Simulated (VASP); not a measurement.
## InP: single point with BLYP

InP:

```
CELL_PARAMETERS angstrom
0.00000 2.93050 2.93050
2.93050 0.00000 2.93050
2.93050 2.93050 0.00000
ATOMIC_POSITIONS crystal
In 0.00000 0.00000 0.00000
P 0.75000 0.75000 0.75000
```

| Item | Value |
| --- | --- |
| Program | VASP 6.6.1 |
| Task | single point |
| Functional | BLYP |
| Potentials or basis | VASP PAW PBE potentials, release 64 (In_d, P) |
| Cutoff | 520 eV |
| k mesh | 8 × 8 × 8 |
| Occupations | fermi-dirac, width 0.05 eV |
| Spin | no spin polarisation |

The pressure is 6.8 GPa. The band gap on the k mesh is 0.63 eV, direct.

Levels at points of the mesh, in eV from the valence-band top:
```csv
k point,band 7,band 8,band 9,band 10,band 11,band 12
"(0.00, 0.00, 0.00)",0.00,0.00,0.00,0.63,4.11,4.11
"(0.50, 0.00, 0.00)",-5.71,-0.97,-0.97,1.49,4.87,4.87
"(0.50, 0.50, 0.00)",-5.77,-2.30,-2.30,1.89,2.34,9.23
```

It took 30 s on 1 thread of Intel(R) Xeon(R) Platinum 8259CL CPU @ 2.50GHz (Skylake/Cascade Lake) (shared host), peak memory 0.18 GiB.

Caveat: the PAW data sets were made with another functional, which shifts forces and pressure a little; spin-orbit coupling is left out, which moves the levels of the heavy elements. A hybrid or GW would open this gap; BLYP tends to underestimate it.
